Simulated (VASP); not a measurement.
Y: single point with revPBE

The system is Y.

```
Y
1.0
     5.70677    0.00000    0.00000
    -2.85338    4.94220    0.00000
     0.00000    0.00000    3.56389
Y
3
Direct
  0.00000 0.00000 0.00000
  0.33333 0.66667 0.50000
  0.66667 0.33333 0.50000
```

This isn't the form of Y at room conditions, which is hcp.

| Quantity | Value |
| --- | --- |
| Program | VASP 6.6.1 |
| Task | single point |
| Functional | revPBE |
| Potentials or basis | VASP PAW PBE potentials, release 64 (Y_sv) |
| Cutoff | 520 eV |
| k mesh | 9 × 9 × 12 |
| Occupations | fermi-dirac, width 0.1 eV |
| Spin | no spin polarisation |

```yaml
Pressure: -0.1 GPa
Band_gap_on_the_k_mesh: zero (an odd number of electrons rules out a gap without spin polarisation)
```

Levels at points of the mesh, in eV from the Fermi level:
```csv
k point,band 14,band 15,band 16,band 17,band 18,band 19,band 20,band 21
"(0.00, 0.00, 0.00)",-0.94,0.04,0.04,0.09,0.09,0.47,1.72,2.35
"(0.00, 0.00, 0.50)",-1.14,-1.00,-1.00,-0.61,-0.61,1.68,1.68,2.04
```

Run time: 2.9 min on 1 thread of Oxide Virtual Turin-like Processor, with other jobs on the host, peak memory 0.3 GiB.

Caveat: the PAW data sets were made with another functional, which shifts forces and pressure a little.
